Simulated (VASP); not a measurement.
Wanted: the native input for a VASP 6.6.1 run.

```
Task                   : single point
Functional             : PBE
Potentials or basis    : VASP PAW PBE potentials, release 64 (Pb_d, Se)
Cutoff                 : 520 eV
k mesh                 : 10 × 10 × 10
Occupations            : gaussian, width 0.03 eV
Spin                   : no spin polarisation
Dipole correction      : no
Further INCAR settings : ALGO = Normal; EDIFF = 1e-06; NBANDS = 17
```

The structure of PbSe lies in POSCAR:

```
PbSe
1.0
    0.0000000000      3.0621500000      3.0621500000
    3.0621500000      0.0000000000      3.0621500000
    3.0621500000      3.0621500000      0.0000000000
Pb Se
1 1
Direct
    0.0000000000      0.0000000000      0.0000000000
    0.4795895041      0.4795895041      0.5204104959
```

This cell differs from its parent crystal: all Se atoms moved +0.125 Å, as atom 2 towards its neighbour atom 1 (Pb) at 3.062 Å.

The input as run:

INCAR

```
SYSTEM = PbSe
ALGO = Normal
EDIFF = 1E-6
ENCUT = 520
GGA = PE
ISIF = 2
ISMEAR = 0
LASPH = .TRUE.
LCHARG = .FALSE.
LREAL = .FALSE.
LWAVE = .FALSE.
NBANDS = 17
NELM = 100
PREC = Accurate
SIGMA = 0.03
```

KPOINTS

```
k-points
0
G
  10 10 10
  0 0 0
```

Potentials or basis: VASP PAW PBE potentials, release 64 (Pb_d, Se).

Command:

```sh
$ cat potpaw_PBE.64/Pb_d/POTCAR potpaw_PBE.64/Se/POTCAR > POTCAR
$ mpirun -np 1 vasp_std > vasp.out
```

Results of the run:

- Pressure: 2.6 GPa
- Largest force: 0.110 eV/Å
- Band gap on the k mesh: 0.48 eV, direct

Caveat: the cell differs from its parent crystal (all Se atoms moved +0.125 Å, as atom 2 towards its neighbour atom 1 (Pb) at 3.062 Å); spin-orbit coupling is left out, which moves the levels of the heavy elements.

Run time: 49 s on 1 thread of Intel(R) Xeon(R) Platinum 8259CL CPU @ 2.50GHz (Skylake/Cascade Lake) (shared host), peak memory 0.24 GiB.
